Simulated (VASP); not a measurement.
Runs of VASP 6.6.1 on Al2Si. The structure is that of space group P4/mmm (No. 123), or close to it. The cells are those of the table. 

| task | cell | k mesh | cutoff (eV) | gap on the mesh (eV) | pressure (GPa) | relaxed volume (Å³/atom) | largest force (eV/Å) |
| --- | --- | --- | --- | --- | --- | --- | --- |
| relaxation of cell and atoms | relaxed from a = 2.994, b = 2.994, c = 8.919 Å, 6 atoms | 6 × 6 × 2 | 600 | - | 0.0 | 16.15 | 0.01 |
| relaxation of cell and atoms | relaxed from a = 2.851, b = 2.851, c = 11.621 Å, 6 atoms | 6 × 6 × 2 | 600 | - | 0.0 | 15.67 | 0.01 |
| single point | a = 2.936, b = 2.936, c = 11.014 Å, 6 atoms | 12 × 12 × 4 | 520 | none | -0.1 | - | - |
| single point | a = 2.825, b = 2.825, c = 11.808 Å, 6 atoms | 14 × 14 × 4 | 520 | none | 0.0 | - | - |
| single point | a = 3.140, b = 3.140, c = 9.838 Å, 6 atoms | 6 × 6 × 2 | 520 | none | -0.1 | - | - |
| single point | a = 2.851, b = 2.851, c = 11.621 Å, 6 atoms | 6 × 6 × 2 | 520 | none | (a) | - | (b) |
| single point | a = 2.994, b = 2.994, c = 8.919 Å, 6 atoms | 6 × 6 × 2 | 520 | none | 22.3 | - | 0.30 |
| single point | a = 2.864, b = 2.864, c = 11.468 Å, 6 atoms | 6 × 6 × 2 | 520 | none | -0.1 | - | 0.03 |

Alike in all rows: level PBE; potentials or basis VASP PAW PBE potentials, release 64 (Al, Si); no spin polarisation; smearing gaussian 0.1 eV.

**Question.** Fill in the values left out.

**Answer.** (a) -0.4; (b) 0.14.

Caveats: some runs use coarse meshes; the bands computed are all filled at some k points, so no gap is given (some runs); the volume moved by over 15 % at a fixed basis, so the end points are rough (some runs).

A gap of «none» marks levels without a gap at the run's occupations.
